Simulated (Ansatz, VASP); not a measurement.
**Two plane-wave programs on Cu**

INCAR

```
PREC     = Accurate       # precision mode
ENCUT    = 520            # plane-wave cutoff, eV
EDIFF    = 1E-6           # SCF threshold, eV
ISMEAR   = -1             # smearing method
SIGMA    = 0.1            # smearing width, eV
LREAL    = F              # projectors in reciprocal space
LASPH    = T              # aspherical terms in the spheres
NELM     = 60             # most SCF steps
ALGO     = Normal         # electronic algorithm
ISIF     = 2              # what is computed and relaxed
LWAVE    = F              # write WAVECAR
LCHARG   = T              # write CHGCAR
LELF     = T              # ELF
LVHAR    = T            
NBANDS   = 12             # bands
```

KPOINTS

```
Automatic mesh
0
Gamma
  25 25 25
```

POSCAR

```
Cu
1.0
    0.0000000000      1.7350494984      1.7350494984
    1.7350494984      0.0000000000      1.7350494984
    1.7350494984      1.7350494984      0.0000000000
Cu
1
Direct
    0.0000000000      0.0000000000      0.0000000000
```

Input for Ansatz:

```yaml
crystal:
  lattice:
    - [0.0, 1.735049511, 1.735049511]
    - [1.735049511, 0.0, 1.735049511]
    - [1.735049511, 1.735049511, 0.0]
  atoms:
    - { symbol: Cu, position: [0.0, 0.0, 0.0] }
hamiltonian:
  xc: lda
  pseudopotentials:
    kind: paw
    azcp:
      Cu: "pseudopotentials/Cu.paw.azcp"
basis:
  ecutwfc: 420
  fft_grid_basis: typed
kpoints:
  mp_grid: { grid: [25, 25, 25], shift: [0, 0, 0] }
magnetization:
  spin_polarized: false
scf:
  occupations: { method: fermi_dirac, width: 0.1 }
output:
  stress: true
```

Alike in both runs: task single point; functional LDA; k mesh 25 × 25 × 25; occupations fermi-dirac, width 0.1 eV; no spin polarisation.

|  | VASP | Ansatz |
| --- | --- | --- |
| version | VASP 6.6.1 | Ansatz 0.2.0 |
| potentials or method | VASP PAW LDA potentials, release 64 (Cu), cutoff 520 eV | plane waves (420 eV) with PAW, scalar-relativistic |
| valence electrons in the cell | 11 | 19 |

|  | VASP | Ansatz | Ansatz less VASP |
| --- | --- | --- | --- |
| pressure (GPa) | 9.5 | 8.7 | -0.88 |

Ansatz warns that its potentials were made for another functional, while VASP's fit it. LDA's correlation is that of Perdew and Zunger in VASP and of Perdew and Wang (1992) in Ansatz. VASP's potentials hold 11 valence electrons a cell and Ansatz's 19, so a difference there can come from the potentials and not from the codes.
